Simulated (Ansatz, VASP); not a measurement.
# Two plane-wave programs on BP

INCAR

```
SYSTEM = BP
PREC = Accurate
ENCUT = 600
EDIFF = 1E-6
ISMEAR = 0
SIGMA = 0.1
LREAL = Auto
LASPH = .True.
NELM = 100
ALGO = Fast
ISIF = 3
LWAVE = .False.
LCHARG = .False.
GGA = PE
IBRION = 2
NSW = 100
EDIFFG = -0.01
```

The input KPOINTS:

```
regular mesh
0
Gamma
  6 6 10
  0 0 0
```

File POSCAR:

```
BP
1.0
    7.6398515382      0.0000000000      0.0000000000
    0.0000000000      7.6398515382      0.0000000000
    0.0000000000      0.0000000000      3.8234012450
B P
8 8
Direct
    0.6816811836      0.6367551008      0.0000000000
    0.8632448992      0.8183188164      0.5000000000
    0.3183188164      0.3632448992      0.0000000000
    0.1367551008      0.1816811836      0.5000000000
    0.6367551008      0.3183188164      0.5000000000
    0.8183188164      0.1367551008      0.0000000000
    0.3632448992      0.6816811836      0.5000000000
    0.1816811836      0.8632448992      0.0000000000
    0.1172211685      0.8017031952      0.5000000000
    0.3017031952      0.6172211685      0.0000000000
    0.8827788315      0.1982968048      0.5000000000
    0.6982968048      0.3827788315      0.0000000000
    0.1982968048      0.1172211685      0.0000000000
    0.3827788315      0.3017031952      0.5000000000
    0.8017031952      0.8827788315      0.0000000000
    0.6172211685      0.6982968048      0.5000000000
```

Input for Ansatz:

```yaml
crystal:
  lattice:
    - [7.6398515382, 0.0, 0.0]
    - [0.0, 7.6398515382, 0.0]
    - [0.0, 0.0, 3.823401245]
  atoms:
    - { symbol: B, position: [0.6816811836, 0.6367551008, 0.0] }
    - { symbol: B, position: [0.8632448992, 0.8183188164, 0.5] }
    - { symbol: B, position: [0.3183188164, 0.3632448992, 0.0] }
    - { symbol: B, position: [0.1367551008, 0.1816811836, 0.5] }
    - { symbol: B, position: [0.6367551008, 0.3183188164, 0.5] }
    - { symbol: B, position: [0.8183188164, 0.1367551008, 0.0] }
    - { symbol: B, position: [0.3632448992, 0.6816811836, 0.5] }
    - { symbol: B, position: [0.1816811836, 0.8632448992, 0.0] }
    - { symbol: P, position: [0.1172211685, 0.8017031952, 0.5] }
    - { symbol: P, position: [0.3017031952, 0.6172211685, 0.0] }
    - { symbol: P, position: [0.8827788315, 0.1982968048, 0.5] }
    - { symbol: P, position: [0.6982968048, 0.3827788315, 0.0] }
    - { symbol: P, position: [0.1982968048, 0.1172211685, 0.0] }
    - { symbol: P, position: [0.3827788315, 0.3017031952, 0.5] }
    - { symbol: P, position: [0.8017031952, 0.8827788315, 0.0] }
    - { symbol: P, position: [0.6172211685, 0.6982968048, 0.5] }
basis:
  ecutwfc: 420
kpoints:
  mp_grid: { grid: [6, 6, 10] }
hamiltonian:
  xc: pbe
scf:
  occupations: { method: gaussian, width: 0.1 }
output:
  forces: true
  stress: true
  eigenvalues: true
  write_density: true
  write_potential: true
  elf: true
  volumetric_format: npy
relax:
  adjacent_minimum: "off"
  f_tol: 0.01
  max_steps: 80
  cell: { stress_tol: 0.05 }
```

Alike in both runs: task relaxation of cell and atoms; functional PBE; k mesh 6 × 6 × 10; occupations gaussian, width 0.1 eV; no spin polarisation.

|  | VASP | Ansatz |
| --- | --- | --- |
| version | VASP 6.6.1 | Ansatz 0.2.0 |
| potentials or method | VASP PAW PBE potentials, release 64 (B, P), cutoff 600 eV | scalar-relativistic, plane waves, PAW |
| valence electrons in the cell | 64 | 64 |

Ansatz gave:

| Item | Value |
| --- | --- |
| gap on the k mesh at the Fermi level, each at its own relaxed structure (eV) | none |
| relaxed volume (Å³/atom) | 13.97 |
| relaxed cell length with the largest relative difference (Å) | 3.827 |

Task: What did VASP give for the same quantities?

Result: gap on the k mesh at the Fermi level, each at its own relaxed structure (eV): none; relaxed volume (Å³/atom): 13.95; relaxed cell length with the largest relative difference (Å): 3.823.

A gap of «none» marks a metal or a gap that the smearing closes.
